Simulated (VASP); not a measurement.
A run of VASP 6.6.1 is set up as follows.

The input INCAR:

```
SYSTEM = Ni
  ALGO = Normal
  EDIFF = 1E-6
  ENCUT = 520
  GGA = PE
  ISIF = 2
  ISMEAR = 0
  ISPIN = 2
  LASPH = .True.
  LCHARG = .False.
  LMAXMIX = 4
  LORBIT = 11
  LREAL = .False.
  LWAVE = .False.
  MAGMOM = 0.64
  NBANDS = 15
  NELM = 150
  PREC = Accurate
  SIGMA = 0.15
```

Contents of KPOINTS:

```
k-points
0
Gamma
  22 22 22
  0 0 0
```

POSCAR

```
Ni
1.0
   -1.4981594096      1.3021385522      1.4001489809
    1.3021385522     -1.4981594096      1.4001489809
    1.4981594096      1.4981594096     -1.5961698382
Ni
1
Direct
    0.0000000000      0.0000000000      0.0000000000
```

Potentials or basis: VASP PAW PBE potentials, release 64 (Ni).

Run with:

```console
$ cat potpaw_PBE.64/Ni/POTCAR > POTCAR
$ mpirun -np 1 vasp_std > vasp.out
```

Q: What does it give for the pressure?

A: 8.8 GPa.

Q: Predict the site moments.

A: Ni +0.48 μB.

Q: What does it give for the net moment?

A: 0.47 μB per cell.

Stress tensor (GPa, compression positive):
```
10.15  8.96 20.88
 8.96 10.15 20.88
20.88 20.88  6.14
```

Caveat: the cell differs from its parent crystal (engineering shear strain xz -0.1400, engineering shear strain yz -0.1400); the cell stands under pressure.
